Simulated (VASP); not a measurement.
Si (a cell with a defect): relaxation of the atoms with PBE+D3(BJ)

System: Si (a cell with a defect).

```xyz
63
Lattice="10.8600 0.0000 0.0000 0.0000 10.8600 0.0000 0.0000 0.0000 10.8600" Properties=species:S:1:pos:R:3 pbc="T T T"
Si    5.4300    0.0000    0.0000
Si    6.7875    1.3575    1.3575
Si    8.1450    2.7150    0.0000
Si    9.5025    4.0725    1.3575
Si    8.1450    0.0000    2.7150
Si    9.5025    1.3575    4.0725
Si    0.0000    0.0000    0.0000
Si    1.3575    1.3575    1.3575
Si    2.7150    2.7150    0.0000
Si    4.0725    4.0725    1.3575
Si    5.4300    5.4300    0.0000
Si    6.7875    6.7875    1.3575
Si    8.1450    8.1450    0.0000
Si    9.5025    9.5025    1.3575
Si    2.7150    0.0000    2.7150
Si    4.0725    1.3575    4.0725
Si    5.4300    2.7150    2.7150
Si    6.7875    4.0725    4.0725
Si    8.1450    5.4300    2.7150
Si    9.5025    6.7875    4.0725
Si    5.4300    0.0000    5.4300
Si    8.1450    0.0000    8.1450
Si    8.1450    2.7150    5.4300
Si    9.5025    4.0725    6.7875
Si    9.5025    1.3575    9.5025
Si    0.0000    5.4300    0.0000
Si    1.3575    6.7875    1.3575
Si    2.7150    8.1450    0.0000
Si    4.0725    9.5025    1.3575
Si    0.0000    2.7150    2.7150
Si    1.3575    4.0725    4.0725
Si    2.7150    5.4300    2.7150
Si    4.0725    6.7875    4.0725
Si    5.4300    8.1450    2.7150
Si    6.7875    9.5025    4.0725
Si    0.0000    0.0000    5.4300
Si    1.3575    1.3575    6.7875
Si    2.7150    2.7150    5.4300
Si    4.0725    4.0725    6.7875
Si    5.4300    5.4300    5.4300
Si    6.7875    6.7875    6.7875
Si    8.1450    8.1450    5.4300
Si    9.5025    9.5025    6.7875
Si    2.7150    0.0000    8.1450
Si    4.0725    1.3575    9.5025
Si    5.4300    2.7150    8.1450
Si    6.7875    4.0725    9.5025
Si    8.1450    5.4300    8.1450
Si    9.5025    6.7875    9.5025
Si    0.0000    8.1450    2.7150
Si    1.3575    9.5025    4.0725
Si    0.0000    5.4300    5.4300
Si    1.3575    6.7875    6.7875
Si    2.7150    8.1450    5.4300
Si    4.0725    9.5025    6.7875
Si    0.0000    2.7150    8.1450
Si    1.3575    4.0725    9.5025
Si    2.7150    5.4300    8.1450
Si    4.0725    6.7875    9.5025
Si    5.4300    8.1450    8.1450
Si    6.7875    9.5025    9.5025
Si    0.0000    8.1450    8.1450
Si    1.3575    9.5025    9.5025
```

```
Program                : VASP 6.6.1
Task                   : relaxation of the atoms
Functional             : PBE
Dispersion             : D3(BJ)
Potentials or basis    : VASP PAW PBE potentials, release 64 (Si)
Cutoff                 : 450 eV
k mesh                 : 1 × 1 × 1
Occupations            : fermi-dirac, width 0.02 eV
Spin                   : no spin polarisation
Dipole correction      : no
Charge                 : -2
Further INCAR settings : LREAL = Auto; ALGO = Normal; EDIFF = 1e-07; IBRION = 2; EDIFFG = -0.03; NSW = 80; NELECT = 254.0
```

- Energy gained by relaxing: 1.8 meV/atom
- Ionic steps: 11
- Largest force after relaxing: 0.019 eV/Å
- Dispersion energy per atom: -0.317 eV

Forces in eV/Å, atoms in the order of the input:
```
Si   0.005  0.005 -0.008
Si   0.000  0.000  0.000
Si  -0.005 -0.005 -0.008
Si   0.006  0.006 -0.016
Si  -0.005  0.005  0.008
Si   0.007  0.007 -0.007
Si   0.003 -0.016  0.003
Si   0.000  0.000  0.000
Si  -0.003  0.016  0.003
Si  -0.006  0.006  0.016
Si  -0.016  0.003  0.003
Si   0.000  0.000  0.000
Si   0.016 -0.003  0.003
Si   0.006 -0.006  0.016
Si  -0.003 -0.016 -0.003
Si  -0.007 -0.007 -0.007
Si   0.005 -0.005  0.008
Si   0.007  0.007 -0.007
Si   0.016  0.003 -0.003
Si   0.006  0.016 -0.006
Si   0.007  0.007  0.007
Si  -0.007  0.007 -0.007
Si  -0.007 -0.007  0.007
Si   0.007  0.007 -0.007
Si   0.007 -0.007  0.007
Si   0.002  0.002  0.002
Si   0.000  0.000  0.000
Si  -0.002 -0.002  0.002
Si  -0.006 -0.006 -0.016
Si   0.003  0.016 -0.003
Si   0.016  0.006 -0.006
Si  -0.002  0.002 -0.002
Si  -0.006 -0.016 -0.006
Si  -0.016 -0.003 -0.003
Si  -0.007 -0.007 -0.007
Si  -0.008  0.005  0.005
Si   0.000  0.000  0.000
Si   0.008 -0.005  0.005
Si  -0.007  0.007  0.007
Si   0.005 -0.008  0.005
Si   0.000  0.000  0.000
Si  -0.005  0.008  0.005
Si   0.007 -0.007  0.007
Si   0.008  0.005 -0.005
Si  -0.007  0.007  0.007
Si   0.007 -0.007 -0.007
Si  -0.007  0.007  0.007
Si  -0.005 -0.008 -0.005
Si   0.006 -0.016  0.006
Si   0.002 -0.002 -0.002
Si  -0.016 -0.006 -0.006
Si   0.003  0.003 -0.016
Si   0.000  0.000  0.000
Si  -0.003 -0.003 -0.016
Si  -0.007 -0.007 -0.007
Si  -0.008 -0.005 -0.005
Si  -0.016  0.006  0.006
Si  -0.003  0.003  0.016
Si  -0.006  0.016  0.006
Si   0.005  0.008 -0.005
Si   0.007 -0.007  0.007
Si   0.003 -0.003  0.016
Si   0.016 -0.006  0.006
```

Step by step:
```tsv
step	energy change (eV)	largest force (eV/Å)	pressure (GPa)
1	0.0000	0.2373	2.02
2	-0.0306	0.2134	1.97
3	-0.0355	0.2001	1.94
4	-0.0524	0.1776	1.90
5	-0.0754	0.1375	1.80
6	-0.0873	0.1090	1.77
7	-0.1069	0.0563	1.70
8	-0.1081	0.0778	1.67
9	-0.1121	0.0424	1.67
10	-0.1134	0.0377	1.65
11	-0.1147	0.0186	1.65
```

Final structure:
```
Si
1.0
    10.86000    0.00000    0.00000
     0.00000   10.86000    0.00000
     0.00000    0.00000   10.86000
Si
63
Direct
  0.50036 0.00036 0.99990
  0.62500 0.12500 0.12500
  0.74964 0.24964 0.99990
  0.87459 0.37459 0.12568
  0.74964 0.00036 0.25010
  0.87213 0.12467 0.37787
  0.99900 0.00117 0.99900
  0.12500 0.12500 0.12500
  0.25100 0.24883 0.99900
  0.37541 0.37459 0.12432
  0.50117 0.49900 0.99900
  0.62500 0.62500 0.12500
  0.74883 0.75100 0.99900
  0.87459 0.87541 0.12432
  0.25100 0.00117 0.25100
  0.37787 0.12533 0.37787
  0.50036 0.24964 0.25010
  0.62467 0.37213 0.37787
  0.74883 0.49900 0.25100
  0.87459 0.62432 0.37541
  0.50852 0.00852 0.50852
  0.74148 0.00852 0.74148
  0.74148 0.24148 0.50852
  0.87213 0.37213 0.62533
  0.87213 0.12533 0.87213
  0.00016 0.50016 0.00016
  0.12500 0.62500 0.12500
  0.24984 0.74984 0.00016
  0.37541 0.87541 0.12568
  0.99900 0.24883 0.25100
  0.12432 0.37459 0.37541
  0.24984 0.50016 0.24984
  0.37541 0.62568 0.37541
  0.50117 0.75100 0.25100
  0.62533 0.87787 0.37787
  0.99990 0.00036 0.50036
  0.12500 0.12500 0.62500
  0.25010 0.24964 0.50036
  0.37787 0.37213 0.62467
  0.50036 0.49990 0.50036
  0.62500 0.62500 0.62500
  0.74964 0.75010 0.50036
  0.87213 0.87787 0.62467
  0.25010 0.00036 0.74964
  0.37787 0.12467 0.87213
  0.50852 0.24148 0.74148
  0.62533 0.37213 0.87213
  0.74964 0.49990 0.74964
  0.87459 0.62568 0.87459
  0.00016 0.74984 0.24984
  0.12568 0.87541 0.37541
  0.99900 0.49900 0.50117
  0.12500 0.62500 0.62500
  0.25100 0.75100 0.50117
  0.37787 0.87787 0.62533
  0.99990 0.24964 0.74964
  0.12568 0.37459 0.87459
  0.25100 0.49900 0.74883
  0.37541 0.62432 0.87459
  0.50036 0.75010 0.74964
  0.62467 0.87787 0.87213
  0.99900 0.75100 0.74883
  0.12432 0.87541 0.87459
```

Levels at points of the mesh, in eV from the Fermi level:
| k point | band 125 | band 126 | band 127 | band 128 | band 129 | band 130 | band 131 | band 132 |
| --- | --- | --- | --- | --- | --- | --- | --- | --- |
| (0.00, 0.00, 0.00) | -0.90 | -0.01 | -0.01 | -0.01 | 0.08 | 0.08 | 0.17 | 0.17 |

Run time: 25 min on 1 thread of AMD EPYC 7R43 64-Core Processor (Zen 3), with other jobs on the host, peak memory 0.97 GiB.

Caveat: the k points lie up to 0.58 Å⁻¹ apart; the cell carries a net charge on a neutralising background, which shifts energy and pressure; the cell is charged against a uniform background, so pressure and absolute levels hang on convention.
